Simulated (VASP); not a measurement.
# Sn (P6_3/mmc) in VASP: notebook

Runs on Sn. Level: RPBE. Tasks: single point.

Program: VASP 6.6.1. These are calculated values, not measurements. Logs are shortened: lines on timing, memory, paths and dates and some standing lists are left out, and cuts for length are marked.

## Step 1: The cell of the first run

The structure is hexagonal, space group P6_3/mmc (No. 194). Conventional cell: a = 3.513 Å, b = 3.513 Å, c = 11.596 Å, α = 90.00°, β = 90.00°, γ = 120.00°. Within 4.6 Å of Sn (site symmetry -3m) lie 12 Sn at 3.51 to 3.54 Å. Sn (site symmetry -6m2) has 12 Sn at 3.51 to 3.54 Å within 4.6 Å.

This isn't the form of Sn at room conditions, which is tetragonal (white tin).

## Step 2: Single point, RPBE (30.99 Å³/atom)

The input, INCAR:

```
SYSTEM = Sn
PREC = Accurate
ENCUT = 520
EDIFF = 1E-6
ISMEAR = -1
SIGMA = 0.1
LREAL = .FALSE.
LASPH = .TRUE.
NELM = 60
ALGO = Normal
ISIF = 2
LWAVE = .FALSE.
LCHARG = .FALSE.
GGA = RP
NBANDS = 36
```

The input, KPOINTS:

```
Automatic mesh
0
G
  12 12 4
  0 0 0
```

The input, POSCAR:

```
Sn
1.0
    3.5131717017      0.0000000000      0.0000000000
   -1.7565858508      3.0424959415      0.0000000000
    0.0000000000      0.0000000000     11.5964306290
Sn
4
Direct
    0.0000000000      0.0000000000      1.0000000000
    0.0000000000      0.0000000000      0.5000000000
    0.3333333333      0.6666666667      0.2500000000
    0.6666666667      0.3333333333      0.7500000000
```

Potentials or basis: VASP PAW PBE potentials, release 64 (Sn_d).

Command:

```bash
> cat potpaw_PBE.64/Sn_d/POTCAR > POTCAR
> mpirun -np 1 vasp_std > vasp.out
```

OUTCAR:

```text
SYSTEM = Sn
   PREC = Accurate
   ENCUT = 520
   EDIFF = 1E-6
   ISMEAR = -1
   LREAL = .FALSE.
   LASPH = .TRUE.
   NELM = 60
   ISIF = 2
   GGA = RP

 ion  position               nearest neighbor table
   1  0.000  0.000  0.000-   3 3.54   4 3.54   3 3.54   4 3.54   4 3.54   3 3.54
   2  0.000  0.000  0.500-   3 3.54   4 3.54   3 3.54   4 3.54   4 3.54   3 3.54
   3  0.333  0.667  0.250-   1 3.54   2 3.54   1 3.54   2 3.54   1 3.54   2 3.54
   4  0.667  0.333  0.750-   1 3.54   2 3.54   1 3.54   2 3.54   1 3.54   2 3.54

  LATTYP: Found a hexagonal cell.
 ALAT       =     3.5131717017
 C/A-ratio  =     3.3008436859

  Lattice vectors:

 A1 = (   3.5131717017,   0.0000000000,   0.0000000000)
 A2 = (  -1.7565858508,   3.0424959415,   0.0000000000)
 A3 = (   0.0000000000,   0.0000000000,  11.5964306290)

Analysis of symmetry for initial positions (statically):
=====================================================================
 Subroutine PRICEL returns:
 Original cell was already a primitive cell.

 Routine SETGRP: Setting up the symmetry group for a
 hexagonal supercell.

 Subroutine GETGRP returns: Found 24 space group operations
 (whereof 12 operations were pure point group operations)
 out of a pool of 24 trial point group operations.

The static configuration has the point symmetry D_3d.
 The point group associated with its full space group is D_6h.

Analysis of symmetry for dynamics (positions and initial velocities):
=====================================================================
 Subroutine PRICEL returns:
 Original cell was already a primitive cell.

 Routine SETGRP: Setting up the symmetry group for a
 hexagonal supercell.

 Subroutine GETGRP returns: Found 24 space group operations
 (whereof 12 operations were pure point group operations)
 out of a pool of 24 trial point group operations.

The dynamic configuration has the point symmetry D_3d.
 The point group associated with its full space group is D_6h.

 Subroutine INISYM returns: Found 24 space group operations
 (whereof 12 operations are pure point group operations),
 and found     1 'primitive' translations

----------------------------------------------------------------------------------------

                                     Primitive cell

  volume of cell :     123.9521

  direct lattice vectors                    reciprocal lattice vectors
     3.513171702  0.000000000  0.000000000     0.284643076  0.164338757  0.000000000
    -1.756585851  3.042495941  0.000000000     0.000000000  0.328677513  0.000000000
     0.000000000  0.000000000 11.596430629     0.000000000  0.000000000  0.086233431

  length of vectors
     3.513171702  3.513171702 11.596430629     0.328677513  0.328677513  0.086233431

  position of ions in fractional coordinates (direct lattice)
     0.000000000  0.000000000  0.000000000
     0.000000000  0.000000000  0.500000000
     0.333333333  0.666666667  0.250000000
     0.666666667  0.333333333  0.750000000

  ion indices of the primitive-cell ions
   primitive index   ion index
                 1           1
                 2           2
                 3           3
                 4           4

----------------------------------------------------------------------------------------

 KPOINTS: Automatic mesh

Automatic generation of k-mesh.
 Grid dimensions read from file:
 generate k-points for:   12   12    4

 Generating k-lattice:

  Cartesian coordinates                     Fractional coordinates (reciprocal lattice)
     0.023720256  0.013694896  0.000000000     0.083333333  0.000000000  0.000000000
     0.000000000  0.027389793  0.000000000     0.000000000  0.083333333  0.000000000
     0.000000000  0.000000000  0.021558358     0.000000000  0.000000000  0.250000000

  Length of vectors
     0.027389793  0.027389793  0.021558358

  Shift w.r.t. Gamma in fractional coordinates (k-lattice)
     0.000000000  0.000000000  0.000000000

 Subroutine IBZKPT returns following result:
 ===========================================

 Found     57 irreducible k-points:

 Following reciprocal coordinates:
            Coordinates               Weight
  0.000000  0.000000  0.000000      1.000000
  0.083333 -0.000000  0.000000      6.000000
  0.166667 -0.000000  0.000000      6.000000
  0.250000 -0.000000  0.000000      6.000000
  0.333333 -0.000000  0.000000      6.000000
  0.416667 -0.000000  0.000000      6.000000
[... 16 lines left out ...]
  0.250000 -0.000000  0.250000     12.000000
  0.333333 -0.000000  0.250000     12.000000
 [... further k-points ...]
   k-points           NKPTS =     57   k-points in BZ     NKDIM =     57   number of bands    NBANDS=     36
   number of dos      NEDOS =    301   number of ions     NIONS =      4
   total plane-waves  NPLWV =  70560
   dimension x,y,z NGX =    28 NGY =   28 NGZ =   90
   dimension x,y,z NGXF=    56 NGYF=   56 NGZF=  180
   ions per type =               4
   NGX,Y,Z   is equivalent  to a cutoff of  13.25, 13.25, 12.90 a.u.
   NGXF,Y,Z  is equivalent  to a cutoff of  26.50, 26.50, 25.80 a.u.
 SYSTEM =  Sn
   PREC   = accura    normal or accurate (medium, high low for compatibility)
   ISTART =      0    job   : 0-new  1-cont  2-samecut
   ICHARG =      2    charge: 1-file 2-atom 10-const
   ISPIN  =      1    spin polarized calculation?
   LNONCOLLINEAR =      F non collinear calculations
   LSORBIT =      F    spin-orbit coupling
   LASPH  =      T    aspherical Exc in radial PAW
   ENCUT  =  520.0 eV  38.22 Ry    6.18 a.u.   6.53  6.53 21.56*2*pi/ulx,y,z
   NELM   =     60;   NELMIN=  2; NELMDL= -5     # of ELM steps
   EDIFF  = 0.1E-05   stopping-criterion for ELM
   LREAL  =      F    real-space projection
   EDIFFG = 0.1E-04   stopping-criterion for IOM
   NSW    =      0    number of steps for IOM
   IBRION =     -1    ionic relax: 0-MD 1-quasi-New 2-CG
   NFREE  =      0    steps in history (QN), initial steepest desc. (CG)
   ISIF   =      2    stress and relaxation
   ISYM   =      2    0-nonsym 1-usesym 2-fastsym
   POTIM  = 0.5000    time-step for ionic-motion
   TEBEG  =    0.0;   TEEND  =   0.0 temperature during run
   PSTRESS=    0.0 pullay stress
   NELECT =      56.0000    total number of electrons
   NUPDOWN=      -1.0000    fix difference up-down
   EMIN   =  10.00;   EMAX   =-10.00  energy-range for DOS
   EFERMI =   0.00;   METHOD = LEGACY
   ISMEAR =    -1;   SIGMA  =   0.10  broadening in eV -4-tet -1-fermi 0-gaus
   EFERMI_NEDOS =   21; number of points for ismear=-14 and -15
   IALGO  =     38    algorithm
   IMIX   =      4    mixing-type and parameters
     AMIX     =   0.40;   BMIX     =  1.00
     AMIX_MAG =   1.60;   BMIX_MAG =  1.00
  volume/ion in A,a.u.               =      30.99       209.12
  Fermi-wavevector in a.u.,A,eV,Ry     =   1.256183  2.373842 21.469938  1.577996
  Thomas-Fermi vector in A             =   2.389903
   LORBIT       =      0    0 simple, 1 ext, 2 COOP (PROOUT), +10 PAW based schemes
   GGA     = RP    functional components
   LHFCALC =     F    Hartree Fock is set to
   AEXX    =    0.0000 exact exchange contribution
   IVDW    =     0    specifies the selected vdW correction
   LEPSILON=     F    determine dielectric tensor
   LRPA    =     F    only Hartree local field effects (RPA)
 non-spin polarized calculation
  energy-cutoff  :      520.00
  volume of cell :      123.95
 maximum number of plane-waves:      3416
 NGX is ok and might be reduce to    28
   NGX = 13   NGY = 13   NGZ = 43

 number of electron      55.9999994 magnetization

 Free energy of the ion-electron system (eV)
  ---------------------------------------------------
  ext. energy  EPLUGINS =         0.00000000
  ---------------------------------------------------
  free energy    TOTEN  =       -13.63100044 eV

  energy without entropy =      -13.54653818  energy(sigma->0) =      -13.58876931

 E-fermi :   6.7554     XC(G=0):  -9.6822

 val. band max:        6.7145407213   @ k =   0.2500  -0.0000   0.2500
 cond. band min:       6.7832905985   @ k =   0.2500   0.2500   0.5000
 fundamental gap:      0.0687498773
 Fermi energy:         6.7554470383

 k-point     1 :       0.0000    0.0000    0.0000
  band No.  band energies     occupation
      1     -14.8412      2.00000
      2     -14.8384      2.00000
      3     -14.8354      2.00000
      4     -14.8354      2.00000
      5     -14.8353      2.00000
      6     -14.8353      2.00000
[... 28 lines left out ...]
     35      13.4739      0.00000
     36      13.4739      0.00000

 k-point     2 :       0.0833   -0.0000    0.0000
  band No.  band energies     occupation
      1     -14.8419      2.00000
      2     -14.8382      2.00000
      3     -14.8374      2.00000
      4     -14.8372      2.00000
      5     -14.8317      2.00000
      6     -14.8311      2.00000
[... 28 lines left out ...]
     35      13.2567      0.00000
     36      13.5499      0.00000

 k-point     3 :       0.1667   -0.0000    0.0000
  band No.  band energies     occupation
      1     -14.8516      2.00000
      2     -14.8431      2.00000
      3     -14.8430      2.00000
      4     -14.8321      2.00000
      5     -14.8267      2.00000
      6     -14.8256      2.00000
[... 28 lines left out ...]
     35      12.7891      0.00000
     36      13.3291      0.00000
[... 742 lines left out ...]
 k-point    23 :       0.2500   -0.0000    0.2500
  band No.  band energies     occupation
      1     -14.8632      2.00000
      2     -14.8563      2.00000
      3     -14.8437      2.00000
      4     -14.8311      2.00000
      5     -14.8270      2.00000
      6     -14.8241      2.00000
[... 28 lines left out ...]
     35      11.8434      0.00000
     36      12.6004      0.00000

 k-point    24 :       0.3333   -0.0000    0.2500
  band No.  band energies     occupation
      1     -14.8742      2.00000
      2     -14.8648      2.00000
      3     -14.8488      2.00000
      4     -14.8362      2.00000
      5     -14.8340      2.00000
      6     -14.8294      2.00000
[... 28 lines left out ...]
     35      11.0329      0.00000
     36      12.0886      0.00000

 [... further k-points ...]

------------------------ aborting loop because EDIFF is reached ----------------------------------------

  FORCE on cell =-STRESS in cart. coord.  units (eV):
  Direction    XX          YY          ZZ          XY          YZ          ZX
  --------------------------------------------------------------------------------------
  -------------------------------------------------------------------------------------
  Total       -2.0080401     -2.0080401     -2.0650799     -0.0000000     -0.0000000      0.0000000
  in kB      -25.9554903    -25.9554903    -26.6927755     -0.0000000     -0.0000000      0.0000000
  external PRESSURE =     -26.2012520 kB  Pullay stress =       0.0000000 kB

 VOLUME and BASIS-vectors are now :
 -----------------------------------------------------------------------------
  energy-cutoff  :      520.00
  volume of cell :      123.95
      direct lattice vectors                 reciprocal lattice vectors
     3.513171702  0.000000000  0.000000000     0.284643076  0.164338757  0.000000000
    -1.756585851  3.042495941  0.000000000     0.000000000  0.328677513  0.000000000
     0.000000000  0.000000000 11.596430629     0.000000000  0.000000000  0.086233431

 POSITION                                       TOTAL-FORCE (eV/Angst)
 -----------------------------------------------------------------------------------
      0.00000      0.00000      0.00000        -0.000000      0.000000     -0.000000
      0.00000      0.00000      5.79822        -0.000000      0.000000     -0.000000
     -0.00000      2.02833      2.89911         0.000000     -0.000000      0.000000
      1.75659      1.01417      8.69732         0.000000      0.000000     -0.000000
 -----------------------------------------------------------------------------------
    total drift:                                0.000000     -0.000000      0.000000

  FREE ENERGIE OF THE ION-ELECTRON SYSTEM (eV)
  ---------------------------------------------------
  free  energy   TOTEN  =       -13.6310004371 eV

  energy  without entropy=      -13.5465381754  energy(sigma->0) =      -13.58876931
```

Wall time 4.6 min (1 thread of Intel Xeon 8259CL, shared host); peak memory 0.36 GiB.

What came out:

| Item | Value |
| --- | --- |
| Free energy | -13.6310 eV |
| Pressure | -2.6 GPa |
| Band gap on the k mesh | zero (bands 28 and 29 overlap by 7.33 eV) |

Caveat: the PAW data sets were made with another functional, which shifts forces and pressure a little; spin-orbit coupling is left out, which moves the levels of the heavy elements.

## Step 3: Single point, RPBE (32.14 Å³/atom)

This run uses another cell than the first one, of 32.14 Å³/atom.

The input, INCAR:

```
ALGO = Normal
EDIFF = 1E-7
ENCUT = 520
GGA = RP
ISIF = 2
ISMEAR = -1
LASPH = T
LCHARG = F
LREAL = F
LWAVE = F
NBANDS = 36
NELM = 100
PREC = Accurate
SIGMA = 0.1
```

The input, KPOINTS:

```
k-points
0
Gamma
  12 12 4
```

The input, POSCAR:

```
Sn
1.0
    3.5560194819      0.0000000000      0.0000000000
   -1.7780097409      3.0796032077      0.0000000000
    0.0000000000      0.0000000000     11.7378644537
Sn
4
Direct
    0.0000000000      0.0000000000      1.0000000000
    0.0000000000      0.0000000000      0.5000000000
    0.3333333333      0.6666666667      0.2500000000
    0.6666666667      0.3333333333      0.7500000000
```

Potentials or basis: VASP PAW PBE potentials, release 64 (Sn_d).

Command:

```bash
> cat potpaw_PBE.64/Sn_d/POTCAR > POTCAR
> mpirun -np 1 vasp_std > vasp.out
```

Wall time 4.2 min (1 thread of Intel Xeon 8259CL, shared host); peak memory 0.36 GiB.

Results (log left out):

```yaml
Free_energy: -13.5424 eV
Pressure: -3.6 GPa
Band_gap_on_the_k_mesh: zero (bands 28 and 29 overlap by 7.03 eV)
```

Levels at points of the mesh, in eV from the Fermi level:
| k point | band 25 | band 26 | band 27 | band 28 | band 29 | band 30 | band 31 | band 32 |
| --- | --- | --- | --- | --- | --- | --- | --- | --- |
| (0.00, 0.00, 0.00) | -3.84 | 0.66 | 0.66 | 4.98 | 4.98 | 5.59 | 5.59 | 5.67 |
| (0.50, 0.00, 0.00) | -3.65 | -3.39 | -2.00 | -1.58 | -0.14 | 0.56 | 1.95 | 3.05 |
| (0.00, 0.00, 0.50) | -2.25 | -2.25 | 4.02 | 4.02 | 5.16 | 5.16 | 5.16 | 5.16 |
| (0.50, 0.00, 0.50) | -3.09 | -3.09 | -2.52 | -2.52 | 1.16 | 1.16 | 2.24 | 2.24 |

Caveat: the cell stands under tension; the PAW data sets were made with another functional, which shifts forces and pressure a little; spin-orbit coupling is left out, which moves the levels of the heavy elements.
